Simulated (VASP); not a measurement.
**TiC: single point with PBE**

Crystal: TiC.

```
CELL_PARAMETERS angstrom
0.00000 2.16572 2.16572
2.16572 0.00000 2.16572
2.16572 2.16572 0.00000
ATOMIC_POSITIONS crystal
Ti 0.00000 0.00000 0.00000
C 0.50000 0.50000 0.50000
```

```json
{
 "Program": "VASP 6.6.1",
 "Task": "single point",
 "Functional": "PBE",
 "Potentials or basis": "VASP PAW PBE potentials, release 64 (Ti_sv, C)",
 "Cutoff": "520 eV",
 "k mesh": "11 × 11 × 11",
 "Occupations": "gaussian, width 0.019 eV",
 "Spin": "no spin polarisation"
}
```

* Pressure: 0.5 GPa
* Band gap on the k mesh: zero (band 8 reaches 10.10 eV, above the bottom of band 9 at 9.00 eV)

Levels at points of the mesh, in eV from the Fermi level:
| k point | band 6 | band 7 | band 8 | band 9 | band 10 | band 11 |
| --- | --- | --- | --- | --- | --- | --- |
| (0.00, 0.00, 0.00) | 0.55 | 0.55 | 0.55 | 1.53 | 1.53 | 1.53 |

Run time: 27 s on 1 thread of AMD EPYC 7R13, on a shared host, peak memory 0.12 GiB.
